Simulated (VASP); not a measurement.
## GaGe: single point with LDA

GaGe:

```xyz
2
Lattice="0.0000 2.7607 2.7607 2.7607 0.0000 2.7607 2.7607 2.7607 0.0000" Properties=species:S:1:pos:R:3 pbc="T T T"
Ga    0.0000    0.0000    0.0000
Ge    1.3804    1.3804    1.3804
```

- Program: VASP 6.6.1
- Task: single point
- Functional: LDA
- Potentials or basis: VASP PAW LDA potentials, release 64 (Ga_d, Ge_d)
- Cutoff: 500 eV
- k mesh: 6 × 6 × 6
- Occupations: fermi-dirac, width 0.0589 eV
- Spin: no spin polarisation

```yaml
Pressure: 4.7 GPa
```

Levels at points of the mesh, in eV from the Fermi level:
| k point | band 10 | band 11 | band 12 | band 13 | band 14 | band 15 | band 16 | band 17 | band 18 | band 19 |
| --- | --- | --- | --- | --- | --- | --- | --- | --- | --- | --- |
| (0.00, 0.00, 0.00) | -14.33 | -11.27 | 2.14 | 2.14 | 2.14 | 3.54 | 4.82 | 4.82 | 4.82 | 8.39 |
| (0.50, 0.00, 0.00) | -14.32 | -8.90 | -5.77 | 0.59 | 0.59 | 2.86 | 5.82 | 5.82 | 8.58 | 12.81 |
| (0.50, 0.50, 0.00) | -14.32 | -7.64 | -6.08 | -1.34 | -1.34 | 2.47 | 2.66 | 12.52 | 12.52 | 13.98 |

Wall time 18 s on 1 thread of AMD EPYC 7R13 (shared host), peak memory 0.11 GiB.
